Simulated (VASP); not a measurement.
# BaTiO3 in VASP: a series of runs

Runs on BaTiO3. Level: LDA. Tasks: electric field gradients.

Program: VASP 6.6.1. These are calculated values, not measurements. Logs are shortened: lines on timing, memory, paths and dates and some standing lists are left out, and cuts for length are marked.

**1. The cell of the first run**

The structure is cubic, space group Pm-3m (No. 221). The conventional cell has a = 4.007 Å, b = 4.007 Å, c = 4.007 Å, α = 90.00°, β = 90.00°, γ = 90.00°. Ba (site symmetry m-3m) has 12 O at 2.83 Å and 8 Ti at 3.47 Å within 3.7 Å. Ti (site symmetry m-3m) has 6 O at 2.00 Å within 2.7 Å. Within 2.7 Å of O (site symmetry 4/mmm) lie 2 Ti at 2.00 Å.

**2. Electric field gradients, LDA**

The input, INCAR:

```
SYSTEM = BaTiO3
ALGO = Normal
EDIFF = 1E-8
ENCUT = 520
ISIF = 2
ISMEAR = -1
LASPH = .TRUE.
LCHARG = .FALSE.
LEFG = .TRUE.
LREAL = .FALSE.
LWAVE = .FALSE.
NBANDS = 28
NELM = 100
PREC = Accurate
SIGMA = 0.05
```

The input, KPOINTS:

```
k-points
0
G
  8 8 8
  0 0 0
```

The input, POSCAR:

```
BaTiO3
1.0
    4.0073000000      0.0000000000      0.0000000000
    0.0000000000      4.0073000000      0.0000000000
    0.0000000000      0.0000000000      4.0073000000
Ba Ti O
1 1 3
Direct
    0.5000000000      0.5000000000      0.5000000000
    0.0000000000      0.0000000000      0.0000000000
    0.5000000000      0.0000000000      0.0000000000
    0.0000000000      0.5000000000      0.0000000000
    0.0000000000      0.0000000000      0.5000000000
```

Potentials or basis: VASP PAW LDA potentials, release 64 (Ba_sv, Ti_sv, O).

The run is started by

```sh
cat potpaw_LDA.64/Ba_sv/POTCAR potpaw_LDA.64/Ti_sv/POTCAR potpaw_LDA.64/O/POTCAR > POTCAR
mpirun -np 1 vasp_std > vasp.out
```

OUTCAR:

```text
SYSTEM = BaTiO3
   EDIFF = 1E-8
   ENCUT = 520
   ISIF = 2
   ISMEAR = -1
   LASPH = .TRUE.
   LREAL = .FALSE.
   NELM = 100
   PREC = Accurate

 ion  position               nearest neighbor table
   1  0.500  0.500  0.500-   3 2.83   4 2.83   5 2.83   3 2.83   4 2.83   3 2.83   5 2.83   3 2.83
                             4 2.83   5 2.83   4 2.83   5 2.83   2 3.47   2 3.47   2 3.47   2 3.47
   2  0.000  0.000  0.000-   3 2.00   4 2.00   5 2.00   5 2.00   4 2.00   3 2.00   1 3.47   1 3.47
                             1 3.47   1 3.47   1 3.47   1 3.47   1 3.47   1 3.47
   3  0.500  0.000  0.000-   2 2.00   2 2.00   1 2.83   1 2.83   1 2.83   1 2.83
   4  0.000  0.500  0.000-   2 2.00   2 2.00   1 2.83   1 2.83   1 2.83   1 2.83
   5  0.000  0.000  0.500-   2 2.00   2 2.00   1 2.83   1 2.83   1 2.83   1 2.83

  LATTYP: Found a simple cubic cell.
 ALAT       =     4.0073000000

  Lattice vectors:

 A1 = (   4.0073000000,   0.0000000000,   0.0000000000)
 A2 = (   0.0000000000,   4.0073000000,   0.0000000000)
 A3 = (   0.0000000000,   0.0000000000,   4.0073000000)

Analysis of symmetry for initial positions (statically):
=====================================================================
 Subroutine PRICEL returns:
 Original cell was already a primitive cell.

 Routine SETGRP: Setting up the symmetry group for a
 simple cubic supercell.

 Subroutine GETGRP returns: Found 48 space group operations
 (whereof 48 operations were pure point group operations)
 out of a pool of 48 trial point group operations.

The static configuration has the point symmetry O_h .

Analysis of symmetry for dynamics (positions and initial velocities):
=====================================================================
 Subroutine PRICEL returns:
 Original cell was already a primitive cell.

 Routine SETGRP: Setting up the symmetry group for a
 simple cubic supercell.

 Subroutine GETGRP returns: Found 48 space group operations
 (whereof 48 operations were pure point group operations)
 out of a pool of 48 trial point group operations.

The dynamic configuration has the point symmetry O_h .

 Subroutine INISYM returns: Found 48 space group operations
 (whereof 48 operations are pure point group operations),
 and found     1 'primitive' translations

----------------------------------------------------------------------------------------

                                     Primitive cell

  volume of cell :      64.3510

  direct lattice vectors                    reciprocal lattice vectors
     4.007300000  0.000000000  0.000000000     0.249544581  0.000000000  0.000000000
     0.000000000  4.007300000  0.000000000     0.000000000  0.249544581  0.000000000
     0.000000000  0.000000000  4.007300000     0.000000000  0.000000000  0.249544581

  length of vectors
     4.007300000  4.007300000  4.007300000     0.249544581  0.249544581  0.249544581

  position of ions in fractional coordinates (direct lattice)
     0.500000000  0.500000000  0.500000000
     0.000000000  0.000000000  0.000000000
     0.500000000  0.000000000  0.000000000
     0.000000000  0.500000000  0.000000000
     0.000000000  0.000000000  0.500000000

  ion indices of the primitive-cell ions
   primitive index   ion index
                 1           1
                 2           2
                 3           3
                 4           4
                 5           5

----------------------------------------------------------------------------------------

 KPOINTS: k-points

Automatic generation of k-mesh.
 Grid dimensions read from file:
 generate k-points for:    8    8    8

[... 46 lines left out ...]
   number of dos      NEDOS =    301   number of ions     NIONS =      5
   total plane-waves  NPLWV =  27000
   dimension x,y,z NGX =    30 NGY =   30 NGZ =   30
   dimension x,y,z NGXF=    60 NGYF=   60 NGZF=   60
   ions per type =               1   1   3
   NGX,Y,Z   is equivalent  to a cutoff of  12.45, 12.45, 12.45 a.u.
   NGXF,Y,Z  is equivalent  to a cutoff of  24.89, 24.89, 24.89 a.u.
 SYSTEM =  BaTiO3
   PREC   = accura    normal or accurate (medium, high low for compatibility)
   ISTART =      0    job   : 0-new  1-cont  2-samecut
   ICHARG =      2    charge: 1-file 2-atom 10-const
   ISPIN  =      1    spin polarized calculation?
   LNONCOLLINEAR =      F non collinear calculations
   LSORBIT =      F    spin-orbit coupling
   LASPH  =      T    aspherical Exc in radial PAW
   ENCUT  =  520.0 eV  38.22 Ry    6.18 a.u.   7.45  7.45  7.45*2*pi/ulx,y,z
   NELM   =    100;   NELMIN=  2; NELMDL= -5     # of ELM steps
   EDIFF  = 0.1E-07   stopping-criterion for ELM
   LREAL  =      F    real-space projection
   EDIFFG = 0.1E-06   stopping-criterion for IOM
   NSW    =      0    number of steps for IOM
   IBRION =     -1    ionic relax: 0-MD 1-quasi-New 2-CG
   NFREE  =      0    steps in history (QN), initial steepest desc. (CG)
   ISIF   =      2    stress and relaxation
   ISYM   =      2    0-nonsym 1-usesym 2-fastsym
   POTIM  = 0.5000    time-step for ionic-motion
   TEBEG  =    0.0;   TEEND  =   0.0 temperature during run
   PSTRESS=    0.0 pullay stress
   NELECT =      40.0000    total number of electrons
   NUPDOWN=      -1.0000    fix difference up-down
   EMIN   =  10.00;   EMAX   =-10.00  energy-range for DOS
   EFERMI =   0.00;   METHOD = LEGACY
   ISMEAR =    -1;   SIGMA  =   0.05  broadening in eV -4-tet -1-fermi 0-gaus
   EFERMI_NEDOS =   21; number of points for ismear=-14 and -15
   IALGO  =     38    algorithm
   IMIX   =      4    mixing-type and parameters
     AMIX     =   0.40;   BMIX     =  1.00
     AMIX_MAG =   1.60;   BMIX_MAG =  1.00
  volume/ion in A,a.u.               =      12.87        86.85
  Fermi-wavevector in a.u.,A,eV,Ry     =   1.397150  2.640230 26.558947  1.952028
  Thomas-Fermi vector in A             =   2.520434
   LORBIT       =      0    0 simple, 1 ext, 2 COOP (PROOUT), +10 PAW based schemes
   GGA     = CA    functional components
   LHFCALC =     F    Hartree Fock is set to
   AEXX    =    0.0000 exact exchange contribution
   IVDW    =     0    specifies the selected vdW correction
   LEPSILON=     F    determine dielectric tensor
   LRPA    =     F    only Hartree local field effects (RPA)
 non-spin polarized calculation
  energy-cutoff  :      520.00
  volume of cell :       64.35
 maximum number of plane-waves:      1763
 NGX is ok and might be reduce to    30
   NGX = 15   NGY = 15   NGZ = 15

 number of electron      39.9999975 magnetization

 Free energy of the ion-electron system (eV)
  ---------------------------------------------------
  ext. energy  EPLUGINS =         0.00000000
  ---------------------------------------------------
  free energy    TOTEN  =       -44.09523168 eV

  energy without entropy =      -44.09523168  energy(sigma->0) =      -44.09523168

 E-fermi :   4.3353     XC(G=0): -11.7191

 val. band max:        3.4947137512   @ k =   0.5000   0.5000   0.5000
 cond. band min:       5.1451270255   @ k =   0.0000   0.0000   0.0000
 fundamental gap:      1.6504132743
 Fermi energy:         4.3352911251

 k-point     1 :       0.0000    0.0000    0.0000
  band No.  band energies     occupation
      1     -52.4054      2.00000
      2     -29.0177      2.00000
      3     -29.0177      2.00000
      4     -29.0177      2.00000
      5     -21.1693      2.00000
      6     -13.0779      2.00000
[... 733 lines left out ...]
     27      11.5913      0.00000
     28      12.4368      0.00000

 [... further k-points ...]
[... 5 lines left out ...]
  --------------------------------------------------------------------------------------
  -------------------------------------------------------------------------------------
  Total       -2.9877579     -2.9877579     -2.9877579      0.0000000      0.0000000     -0.0000000
  in kB      -74.3875766    -74.3875766    -74.3875766      0.0000000      0.0000000     -0.0000000
  external PRESSURE =     -74.3875766 kB  Pullay stress =       0.0000000 kB

 VOLUME and BASIS-vectors are now :
 -----------------------------------------------------------------------------
  energy-cutoff  :      520.00
  volume of cell :       64.35
      direct lattice vectors                 reciprocal lattice vectors
     4.007300000  0.000000000  0.000000000     0.249544581  0.000000000  0.000000000
     0.000000000  4.007300000  0.000000000     0.000000000  0.249544581  0.000000000
     0.000000000  0.000000000  4.007300000     0.000000000  0.000000000  0.249544581

 POSITION                                       TOTAL-FORCE (eV/Angst)
 -----------------------------------------------------------------------------------
      2.00365      2.00365      2.00365         0.000000      0.000000      0.000000
      0.00000      0.00000      0.00000         0.000000      0.000000      0.000000
      2.00365      0.00000      0.00000         0.000000      0.000000      0.000000
      0.00000      2.00365      0.00000         0.000000      0.000000      0.000000
      0.00000      0.00000      2.00365         0.000000      0.000000      0.000000
 -----------------------------------------------------------------------------------
    total drift:                                0.000000     -0.000000      0.000000

  FREE ENERGIE OF THE ION-ELECTRON SYSTEM (eV)
  ---------------------------------------------------
  free  energy   TOTEN  =       -44.0952316811 eV

  energy  without entropy=      -44.0952316754  energy(sigma->0) =      -44.09523168

 Electric field gradients (V/A^2)
---------------------------------------------------------------------
 ion       V_xx      V_yy      V_zz      V_xy      V_xz      V_yz
---------------------------------------------------------------------
   1       0.000     0.000    -0.000    -0.000     0.000     0.000
   2      -0.000     0.000    -0.000     0.000     0.000     0.000
   3      21.718   -10.859   -10.859     0.000    -0.000     0.000
   4     -10.859    21.718   -10.859    -0.000    -0.000     0.000
   5     -10.859   -10.859    21.718    -0.000     0.000    -0.000
---------------------------------------------------------------------

 Electric field gradients after diagonalization (V/A^2)
 (convention: |V_zz| > |V_xx| > |V_yy|)
----------------------------------------------------------------------
 ion       V_xx      V_yy      V_zz     asymmetry (V_yy - V_xx)/ V_zz
----------------------------------------------------------------------
   1       0.000     0.000    -0.000       0.159
   2       0.000    -0.000    -0.000       0.436
   3     -10.859   -10.859    21.718       0.000
   4     -10.859   -10.859    21.718       0.000
   5     -10.859   -10.859    21.718       0.000
----------------------------------------------------------------------

           NMR quadrupolar parameters

 Cq : quadrupolar parameter    Cq=e*Q*V_zz/h
 eta: asymmetry parameters     (V_yy - V_xx)/ V_zz
 Q  : nuclear electric quadrupole moment in mb (millibarn)
----------------------------------------------------------------------
 ion       Cq(MHz)       eta       Q (mb)
----------------------------------------------------------------------
   1      -0.000       0.159       1.000
   2      -0.000       0.436       1.000
   3       0.053       0.000       1.000
   4       0.053       0.000       1.000
   5       0.053       0.000       1.000
----------------------------------------------------------------------
```

It took 46 s on 1 thread of Intel Xeon Platinum 8488C (Sapphire Rapids), shared host; peak memory 0.19 GiB.

What came out:

| Item | Value |
| --- | --- |
| Free energy | -44.0952 eV |
| Pressure | -7.4 GPa |
| Band gap on the k mesh | 1.65 eV, indirect (least direct gap 1.79 eV) |

Electric field gradients, principal values (V/Å²):
```csv
atom,least,middle,greatest (by size)
1 Ba,0.000,0.000,0.000
2 Ti,0.000,0.000,0.000
3 O,-10.859,-10.859,21.718
4 O,-10.859,-10.859,21.718
5 O,-10.859,-10.859,21.718
```

Caveat: without QUAD_EFG the Cq values of the log hold for a quadrupole moment of 1 mb, not for the nuclei; spin-orbit coupling is left out, which moves the levels of the heavy elements. A hybrid or GW would open this gap; LDA tends to underestimate it.

(Part 1 of 3 ends here.)
